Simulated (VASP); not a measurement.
A run of VASP 6.6.1:

File INCAR:

```
PREC = Accurate
ENCUT = 520
EDIFF = 1E-6
ISMEAR = 0
SIGMA = 0.01
LREAL = False
LASPH = True
NELM = 80
ALGO = Normal
ISIF = 2
LWAVE = False
LCHARG = True
GGA = PE
LELF = True
LVHAR = True
NBANDS = 39
```

The input KPOINTS:

```
Automatic mesh
0
Gamma
  12 12 2
```

POSCAR

```
GeSb4Te4
1.0
    4.3000905487      0.0000000000      0.0000000000
   -2.1500452744      3.7239876538      0.0000000000
    0.0000000000      0.0000000000     18.3545535199
Ge Sb Te
1 4 4
Direct
    0.0000000000      0.0000000000      0.0000000000
    0.3333333333      0.6666666667      0.5427725327
    0.6666666667      0.3333333333      0.4572274673
    0.6666666684      0.3333333316      0.7962559229
    0.3333333316      0.6666666684      0.2037440771
    0.3333333336      0.6666666664      0.9070068131
    0.6666666664      0.3333333336      0.0929931869
    0.0000000010     -0.0000000010      0.7024905592
   -0.0000000010      0.0000000010      0.2975094408
```

Potentials or basis: VASP PAW PBE potentials, release 64 (Ge_d, Sb, Te).

The run is started by

```sh
$ cat potpaw_PBE.64/Ge_d/POTCAR potpaw_PBE.64/Sb/POTCAR potpaw_PBE.64/Te/POTCAR > POTCAR
$ mpirun -np 1 vasp_std > vasp.out
```

Hardware: 1 thread of AMD EPYC 9R45 96-Core Processor (Zen 5), with other jobs on the host.

Task: Estimate the wall time of this run.

Result: It took 5 min on 1 thread of AMD EPYC 9R45 96-Core Processor (Zen 5) (shared host), peak memory 0.6 GiB. Counts: scf iterations 15, k points 38.
